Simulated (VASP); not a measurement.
A run of VASP 6.6.1 is set up as follows.

File INCAR:

```
ALGO = Normal
EDIFF = 1E-7
ENCUT = 520
GGA = PE
ISIF = 2
ISMEAR = 0
LASPH = T
LCHARG = F
LREAL = F
LWAVE = F
NBANDS = 26
NELM = 80
PREC = Accurate
SIGMA = 0.01
```

Contents of KPOINTS:

```
k-points
0
Gamma
  10 10 6
```

File POSCAR:

```
GaN
1.0
    3.2182918180      0.0000000000      0.0000000000
   -1.6091459090      2.7871224712      0.0000000000
    0.0000000000      0.0000000000      5.2428744257
Ga N
2 2
Direct
    0.3333333333      0.6666666667      0.0000337878
    0.6666666667      0.3333333333      0.5000337878
    0.3333333333      0.6666666667      0.3767662122
    0.6666666667      0.3333333333      0.8767662122
```

Potentials or basis: VASP PAW PBE potentials, release 64 (Ga_d, N).

The run is started by

```bash
$ cat potpaw_PBE.64/Ga_d/POTCAR potpaw_PBE.64/N/POTCAR > POTCAR
$ mpirun -np 1 vasp_std > vasp.out
```

Question: Predict the band gap on the k mesh.

Answer: 1.72 eV, direct.

Question: Predict the pressure.

Answer: 0.1 GPa.

As with any semilocal functional, this PBE gap is likely too small.
